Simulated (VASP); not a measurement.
# BAs (F-43m) in VASP: a series of runs

Runs on BAs. Level: PBE. Tasks: single point.

Everything below comes from runs of VASP 6.6.1. Logs are shortened: lines on timing, memory, paths and dates and some standing lists are left out, and cuts for length are marked.

## (1) The cell of the first run

It takes space group F-43m (No. 216, cubic). The conventional cell has a = 4.608 Å, b = 4.608 Å, c = 4.608 Å, α = 90.00°, β = 90.00°, γ = 90.00°. Within 2.6 Å of B (site symmetry -43m) lie 4 As at 2.00 Å. Within 2.6 Å of As (site symmetry -43m) lie 4 B at 2.00 Å.

## (2) Single point, PBE (volume scaled by 0.88)

Contents of INCAR:

```
SYSTEM = BAs
PREC = Accurate ; ENCUT = 520
EDIFF = 1E-6 ; ISMEAR = 0
SIGMA = 0.02 ; LREAL = .False.
LASPH = .True. ; NELM = 80
ALGO = Normal ; ISIF = 2
LWAVE = .False. ; LCHARG = .True.
GGA = PE ; LELF = .True.
LVHAR = .True. ; NBANDS = 11
```

Contents of KPOINTS:

```
regular mesh
0
Gamma
  10 10 10
  0 0 0
```

Contents of POSCAR:

```
BAs
1.0
    0.0000000000      2.3041086977      2.3041086977
    2.3041086977      0.0000000000      2.3041086977
    2.3041086977      2.3041086977      0.0000000000
B As
1 1
Direct
    0.0000000000      0.0000000000      0.0000000000
    0.2500000000      0.2500000000      0.2500000000
```

Potentials or basis: VASP PAW PBE potentials, release 64 (B, As).

On the command line:

```bash
$ cat potpaw_PBE.64/B/POTCAR potpaw_PBE.64/As/POTCAR > POTCAR
$ mpirun -np 1 vasp_std > vasp.out
```

OUTCAR:

```text
SYSTEM = BAs
   PREC = Accurate
   ENCUT = 520
   EDIFF = 1E-6
   ISMEAR = 0
   LREAL = .False.
   LASPH = .True.
   NELM = 80
   ISIF = 2
   GGA = PE

 ion  position               nearest neighbor table
   1  0.000  0.000  0.000-   2 2.00   2 2.00   2 2.00   2 2.00
   2  0.250  0.250  0.250-   1 2.00   1 2.00   1 2.00   1 2.00

  LATTYP: Found a face centered cubic cell.
 ALAT       =     4.6082173954

  Lattice vectors:

 A1 = (   0.0000000000,   2.3041086977,   2.3041086977)
 A2 = (   2.3041086977,   0.0000000000,   2.3041086977)
 A3 = (   2.3041086977,   2.3041086977,   0.0000000000)

Analysis of symmetry for initial positions (statically):
=====================================================================
 Subroutine PRICEL returns:
 Original cell was already a primitive cell.

 Routine SETGRP: Setting up the symmetry group for a
 face centered cubic supercell.

 Subroutine GETGRP returns: Found 24 space group operations
 (whereof 24 operations were pure point group operations)
 out of a pool of 48 trial point group operations.

The static configuration has the point symmetry T_d .

Analysis of symmetry for dynamics (positions and initial velocities):
=====================================================================
 Subroutine PRICEL returns:
 Original cell was already a primitive cell.

 Routine SETGRP: Setting up the symmetry group for a
 face centered cubic supercell.

 Subroutine GETGRP returns: Found 24 space group operations
 (whereof 24 operations were pure point group operations)
 out of a pool of 48 trial point group operations.

The dynamic configuration has the point symmetry T_d .

 Subroutine INISYM returns: Found 24 space group operations
 (whereof 24 operations are pure point group operations),
 and found     1 'primitive' translations

----------------------------------------------------------------------------------------

                                     Primitive cell

  volume of cell :      24.4646

  direct lattice vectors                    reciprocal lattice vectors
     0.000000000  2.304108698  2.304108698    -0.217003651  0.217003651  0.217003651
     2.304108698  0.000000000  2.304108698     0.217003651 -0.217003651  0.217003651
     2.304108698  2.304108698  0.000000000     0.217003651  0.217003651 -0.217003651

  length of vectors
     3.258501769  3.258501769  3.258501769     0.375861349  0.375861349  0.375861349

  position of ions in fractional coordinates (direct lattice)
     0.000000000  0.000000000  0.000000000
     0.250000000  0.250000000  0.250000000

  ion indices of the primitive-cell ions
   primitive index   ion index
                 1           1
                 2           2

----------------------------------------------------------------------------------------

 KPOINTS: regular mesh

Automatic generation of k-mesh.
 Grid dimensions read from file:
 generate k-points for:   10   10   10

 Generating k-lattice:

  Cartesian coordinates                     Fractional coordinates (reciprocal lattice)
    -0.021700365  0.021700365  0.021700365     0.100000000  0.000000000  0.000000000
     0.021700365 -0.021700365  0.021700365     0.000000000  0.100000000  0.000000000
     0.021700365  0.021700365 -0.021700365     0.000000000  0.000000000  0.100000000

  Length of vectors
     0.037586135  0.037586135  0.037586135

  Shift w.r.t. Gamma in fractional coordinates (k-lattice)
     0.000000000  0.000000000  0.000000000

 Subroutine IBZKPT returns following result:
 ===========================================

 Found     47 irreducible k-points:

 Following reciprocal coordinates:
            Coordinates               Weight
  0.000000  0.000000  0.000000      1.000000
  0.100000  0.000000  0.000000      8.000000
  0.200000  0.000000  0.000000      8.000000
  0.300000  0.000000  0.000000      8.000000
  0.400000  0.000000  0.000000      8.000000
  0.500000  0.000000  0.000000      4.000000
[... 16 lines left out ...]
  0.300000  0.300000  0.000000      6.000000
  0.400000  0.300000  0.000000     24.000000
 [... further k-points ...]
   k-points           NKPTS =     47   k-points in BZ     NKDIM =     47   number of bands    NBANDS=     11
   number of dos      NEDOS =    301   number of ions     NIONS =      2
   total plane-waves  NPLWV =  13824
   dimension x,y,z NGX =    24 NGY =   24 NGZ =   24
   dimension x,y,z NGXF=    48 NGYF=   48 NGZF=   48
   ions per type =               1   1
   NGX,Y,Z   is equivalent  to a cutoff of  12.24, 12.24, 12.24 a.u.
   NGXF,Y,Z  is equivalent  to a cutoff of  24.49, 24.49, 24.49 a.u.
 SYSTEM =  BAs
   PREC   = accura    normal or accurate (medium, high low for compatibility)
   ISTART =      0    job   : 0-new  1-cont  2-samecut
   ICHARG =      2    charge: 1-file 2-atom 10-const
   ISPIN  =      1    spin polarized calculation?
   LNONCOLLINEAR =      F non collinear calculations
   LSORBIT =      F    spin-orbit coupling
   LASPH  =      T    aspherical Exc in radial PAW
   ENCUT  =  520.0 eV  38.22 Ry    6.18 a.u.   6.06  6.06  6.06*2*pi/ulx,y,z
   NELM   =     80;   NELMIN=  2; NELMDL= -5     # of ELM steps
   EDIFF  = 0.1E-05   stopping-criterion for ELM
   LREAL  =      F    real-space projection
   EDIFFG = 0.1E-04   stopping-criterion for IOM
   NSW    =      0    number of steps for IOM
   IBRION =     -1    ionic relax: 0-MD 1-quasi-New 2-CG
   NFREE  =      0    steps in history (QN), initial steepest desc. (CG)
   ISIF   =      2    stress and relaxation
   ISYM   =      2    0-nonsym 1-usesym 2-fastsym
   POTIM  = 0.5000    time-step for ionic-motion
   TEBEG  =    0.0;   TEEND  =   0.0 temperature during run
   PSTRESS=    0.0 pullay stress
   NELECT =       8.0000    total number of electrons
   NUPDOWN=      -1.0000    fix difference up-down
   EMIN   =  10.00;   EMAX   =-10.00  energy-range for DOS
   EFERMI =   0.00;   METHOD = LEGACY
   ISMEAR =     0;   SIGMA  =   0.02  broadening in eV -4-tet -1-fermi 0-gaus
   EFERMI_NEDOS =   21; number of points for ismear=-14 and -15
   IALGO  =     38    algorithm
   IMIX   =      4    mixing-type and parameters
     AMIX     =   0.40;   BMIX     =  1.00
     AMIX_MAG =   1.60;   BMIX_MAG =  1.00
  volume/ion in A,a.u.               =      12.23        82.55
  Fermi-wavevector in a.u.,A,eV,Ry     =   1.127869  2.131363 17.307804  1.272088
  Thomas-Fermi vector in A             =   2.264557
   LORBIT       =      0    0 simple, 1 ext, 2 COOP (PROOUT), +10 PAW based schemes
   GGA     = PE    functional components
   LHFCALC =     F    Hartree Fock is set to
   AEXX    =    0.0000 exact exchange contribution
   IVDW    =     0    specifies the selected vdW correction
   LEPSILON=     F    determine dielectric tensor
   LRPA    =     F    only Hartree local field effects (RPA)
 non-spin polarized calculation
 Gauss-broadening in eV      SIGMA  =   0.02
  energy-cutoff  :      520.00
  volume of cell :       24.46
 maximum number of plane-waves:       678
   NGX = 13   NGY = 13   NGZ = 13

 number of electron       7.9999999 magnetization

 Free energy of the ion-electron system (eV)
  ---------------------------------------------------
  ext. energy  EPLUGINS =         0.00000000
  ---------------------------------------------------
  free energy    TOTEN  =       -11.19061537 eV

  energy without entropy =      -11.19061537  energy(sigma->0) =      -11.19061537

 E-fermi :   7.5215     XC(G=0): -11.0579

 val. band max:        7.3730167703   @ k =   0.0000   0.0000   0.0000
 cond. band min:       8.4313547535   @ k =   0.4000   0.4000   0.0000
 fundamental gap:      1.0583379832
 Fermi energy:         7.5214613246

 k-point     1 :       0.0000    0.0000    0.0000
  band No.  band energies     occupation
      1      -9.0618      2.00000
      2       7.3730      2.00000
      3       7.3730      2.00000
      4       7.3730      2.00000
      5      10.7955      0.00000
      6      10.7955      0.00000
      7      10.7955      0.00000
      8      13.4689      0.00000
      9      17.5234      0.00000
     10      20.7759      0.00000
     11      20.7759      0.00000

 k-point     2 :       0.1000    0.0000    0.0000
  band No.  band energies     occupation
      1      -8.8808      2.00000
      2       5.8997      2.00000
      3       7.0324      2.00000
      4       7.0324      2.00000
      5      11.1332      0.00000
      6      11.2406      0.00000
      7      11.2406      0.00000
      8      14.1302      0.00000
      9      18.2575      0.00000
     10      19.5637      0.00000
     11      19.5637      0.00000

 k-point     3 :       0.2000    0.0000    0.0000
  band No.  band energies     occupation
      1      -8.3453      2.00000
      2       3.3507      2.00000
      3       6.3944      2.00000
      4       6.3944      2.00000
      5      11.1131      0.00000
      6      12.0144      0.00000
      7      12.0144      0.00000
      8      15.4523      0.00000
      9      18.7909      0.00000
     10      18.7909      0.00000
     11      19.2594      0.00000

 k-point     4 :       0.3000    0.0000    0.0000
  band No.  band energies     occupation
      1      -7.4871      2.00000
      2       0.8470      2.00000
      3       5.8372      2.00000
      4       5.8372      2.00000
      5      10.9217      0.00000
      6      12.3841      0.00000
      7      12.3841      0.00000
      8      16.3647      0.00000
      9      19.3503      0.00000
     10      19.3503      0.00000
     11      19.4413      0.00000
[... 239 lines left out ...]
 k-point    22 :      -0.2000    0.2000    0.0000
  band No.  band energies     occupation
      1      -7.1949      2.00000
      2       1.5974      2.00000
      3       2.8263      2.00000
      4       5.9454      2.00000
      5      11.6879      0.00000
      6      12.7852      0.00000
      7      13.8315      0.00000
      8      14.9559      0.00000
      9      17.4136      0.00000
     10      20.7317      0.00000
     11      22.7548      0.00000

 k-point    23 :       0.3000    0.3000    0.0000
  band No.  band energies     occupation
      1      -6.9387      2.00000
      2       2.0060      2.00000
      3       3.8052      2.00000
      4       3.8052      2.00000
      5       8.6923      0.00000
      6      11.0484      0.00000
      7      16.5341      0.00000
      8      16.5341      0.00000
      9      19.3963      0.00000
     10      23.0613      0.00000
     11      23.7981      0.00000

 k-point    24 :       0.4000    0.3000    0.0000
  band No.  band energies     occupation
      1      -6.1165      2.00000
      2       0.6136      2.00000
      3       2.9300      2.00000
      4       3.4788      2.00000
      5       9.0067      0.00000
      6      10.7799      0.00000
      7      17.0144      0.00000
      8      17.1670      0.00000
      9      20.4003      0.00000
     10      23.9743      0.00000
     11      24.6459      0.00000

 [... further k-points ...]
[... 5 lines left out ...]
  --------------------------------------------------------------------------------------
  -------------------------------------------------------------------------------------
  Total        3.5071740      3.5071740      3.5071740      0.0000000      0.0000000      0.0000000
  in kB      229.6830802    229.6830802    229.6830802      0.0000000      0.0000000      0.0000000
  external PRESSURE =     229.6830802 kB  Pullay stress =       0.0000000 kB

 VOLUME and BASIS-vectors are now :
 -----------------------------------------------------------------------------
  energy-cutoff  :      520.00
  volume of cell :       24.46
      direct lattice vectors                 reciprocal lattice vectors
     0.000000000  2.304108698  2.304108698    -0.217003651  0.217003651  0.217003651
     2.304108698  0.000000000  2.304108698     0.217003651 -0.217003651  0.217003651
     2.304108698  2.304108698  0.000000000     0.217003651  0.217003651 -0.217003651

 POSITION                                       TOTAL-FORCE (eV/Angst)
 -----------------------------------------------------------------------------------
      0.00000      0.00000      0.00000         0.000000      0.000000      0.000000
      1.15205      1.15205      1.15205        -0.000000     -0.000000     -0.000000
 -----------------------------------------------------------------------------------
    total drift:                                0.000000      0.000000      0.000000

  FREE ENERGIE OF THE ION-ELECTRON SYSTEM (eV)
  ---------------------------------------------------
  free  energy   TOTEN  =       -11.1906153673 eV

  energy  without entropy=      -11.1906153673  energy(sigma->0) =      -11.19061537
```

It took 5.9 s on 1 thread of Intel Xeon Platinum 8488C (Sapphire Rapids), shared host; peak memory 0.14 GiB.

What came out:

| Property | Result |
| --- | --- |
| Free energy | -11.1906 eV |
| Pressure | 23.0 GPa |
| Band gap on the k mesh | 1.06 eV, indirect (least direct gap 3.42 eV) |

Caveat: the cell differs from its parent crystal (volume scaled by 0.88). A k mesh can miss the band edges.

## (3) Single point, PBE (volume scaled by 0.97)

Contents of INCAR:

```
PREC = Accurate ; ENCUT = 520
EDIFF = 1E-7 ; ISMEAR = 0
SIGMA = 0.02 ; LREAL = False
LASPH = True ; NELM = 100
ALGO = Normal ; ISIF = 2
LWAVE = False ; LCHARG = False
GGA = PE ; NBANDS = 11
```

Contents of KPOINTS:

```
regular mesh
0
Gamma
  10 10 10
```

Contents of POSCAR:

```
BAs
1.0
    0.0000000000      2.3801225411      2.3801225411
    2.3801225411      0.0000000000      2.3801225411
    2.3801225411      2.3801225411      0.0000000000
B As
1 1
Direct
    0.0000000000      0.0000000000      0.0000000000
    0.2500000000      0.2500000000      0.2500000000
```

Potentials or basis: VASP PAW PBE potentials, release 64 (B, As).

On the command line:

```bash
$ cat potpaw_PBE.64/B/POTCAR potpaw_PBE.64/As/POTCAR > POTCAR
$ mpirun -np 1 vasp_std > vasp.out
```

It took 10 s on 1 thread of Intel Xeon Platinum 8488C (Sapphire Rapids), shared host; peak memory 0.16 GiB.

The run converged. Its results:

- Free energy: -11.3988 eV
- Pressure: 5.0 GPa
- Band gap on the k mesh: 1.16 eV, indirect (least direct gap 3.29 eV)

Levels at points of the mesh, in eV from the valence-band top:
| k point | band 2 | band 3 | band 4 | band 5 | band 6 | band 7 |
| --- | --- | --- | --- | --- | --- | --- |
| (0.00, 0.00, 0.00) | 0.00 | 0.00 | 0.00 | 3.29 | 3.29 | 3.29 |
| (0.50, 0.00, 0.00) | -8.87 | -1.84 | -1.84 | 2.75 | 4.79 | 4.79 |
| (0.50, 0.50, 0.00) | -8.59 | -4.12 | -4.12 | 1.41 | 1.43 | 11.47 |

Caveat: the cell differs from its parent crystal (volume scaled by 0.97).

## (4) Single point, PBE (volume scaled by 0.94)

Contents of INCAR:

```
  ALGO = Normal
  EDIFF = 1E-6
  ENCUT = 520
  GGA = PE
  ISIF = 2
  ISMEAR = 0
  LASPH = True
  LCHARG = True
  LELF = True
  LREAL = False
  LVHAR = True
  LWAVE = False
  NBANDS = 11
  NELM = 100
  PREC = Accurate
  SIGMA = 0.02
```

Contents of KPOINTS:

```
k-points
0
Gamma
  10 10 10
```

Contents of POSCAR:

```
BAs
1.0
    0.0000000000      2.3553277948      2.3553277948
    2.3553277948      0.0000000000      2.3553277948
    2.3553277948      2.3553277948      0.0000000000
B As
1 1
Direct
    0.0000000000      0.0000000000      0.0000000000
    0.2500000000      0.2500000000      0.2500000000
```

On the command line:

```bash
$ cat potpaw_PBE.64/B/POTCAR potpaw_PBE.64/As/POTCAR > POTCAR
$ mpirun -np 1 vasp_std > vasp.out
```

Wall time 11 s (1 thread of Intel Xeon Platinum 8488C (Sapphire Rapids), shared host); peak memory 0.16 GiB.

The run converged. Its results:

| Item | Value |
| --- | --- |
| Free energy | -11.3597 eV |
| Pressure | 10.1 GPa |
| Band gap on the k mesh | 1.13 eV, indirect (least direct gap 3.33 eV) |

Levels at points of the mesh, in eV from the valence-band top:
```
           k point  band 1  band 2  band 3  band 4  band 5  band 6  band 7  band 8
(0.00, 0.00, 0.00)  -15.79    0.00    0.00    0.00    3.33    3.33    3.33    5.23
(0.50, 0.00, 0.00)  -12.76   -9.10   -1.89   -1.89    2.94    4.83    4.83    8.94
(0.50, 0.50, 0.00)  -11.38   -8.77   -4.26   -4.26    1.37    1.40   11.77   11.77
```

Caveat: the cell differs from its parent crystal (volume scaled by 0.94).

## (5) Single point, PBE

This run uses another cell than the first one, of 13.90 Å³/atom, 1.136 times its volume.

Contents of INCAR:

```
SYSTEM = BAs
ALGO = Normal
EDIFF = 1E-6
ENCUT = 520
GGA = PE
ISIF = 2
ISMEAR = 0
LASPH = .TRUE.
LCHARG = .FALSE.
LREAL = .FALSE.
LWAVE = .FALSE.
NBANDS = 11
NELM = 60
PREC = Accurate
SIGMA = 0.02
```

Contents of KPOINTS:

```
k-points
0
G
  10 10 10
  0 0 0
```

Contents of POSCAR:

```
BAs
1.0
    0.0000000000      2.4044111833      2.4044111833
    2.4044111833      0.0000000000      2.4044111833
    2.4044111833      2.4044111833      0.0000000000
B As
1 1
Direct
    0.0000000000      0.0000000000      0.0000000000
    0.2500000000      0.2500000000      0.2500000000
```

On the command line:

```bash
$ cat potpaw_PBE.64/B/POTCAR potpaw_PBE.64/As/POTCAR > POTCAR
$ mpirun -np 1 vasp_std > vasp.out
```

Wall time 11 s (1 thread of Intel Xeon Platinum 8488C (Sapphire Rapids), shared host); peak memory 0.16 GiB.

The run converged. Its results:

| Item | Value |
| --- | --- |
| Free energy | -11.4134 eV |
| Pressure | 0.6 GPa |
| Band gap on the k mesh | 1.20 eV, indirect (least direct gap 3.25 eV) |

Levels at points of the mesh, in eV from the valence-band top:
```
           k point  band 1  band 2  band 3  band 4  band 5  band 6  band 7  band 8
(0.00, 0.00, 0.00)  -15.22    0.00    0.00    0.00    3.25    3.25    3.25    4.43
(0.50, 0.00, 0.00)  -12.42   -8.64   -1.79   -1.79    2.58    4.76    4.76    8.82
(0.50, 0.50, 0.00)  -11.14   -8.42   -4.00   -4.00    1.45    1.46   11.18   11.18
```

A k mesh can miss the band edges. As with any semilocal functional, this PBE gap is likely too small.

## (6) Overview

```tsv
cell	gap on the mesh (eV)	pressure (GPa)
a = 3.259 Å, angles 60.0°, 2 atoms	1.06	23.0
a = 3.366 Å, angles 60.0°, 2 atoms	1.16	5.0
a = 3.331 Å, angles 60.0°, 2 atoms	1.13	10.1
a = 3.400 Å, angles 60.0°, 2 atoms	1.20	0.6
```

Alike in all rows: task single point; level PBE; potentials or basis VASP PAW PBE potentials, release 64 (B, As); no spin polarisation; k mesh 10 × 10 × 10; cutoff (eV) 520; smearing gaussian 0.02 eV.

Absolute energies hang on the potentials; compare differences alone.
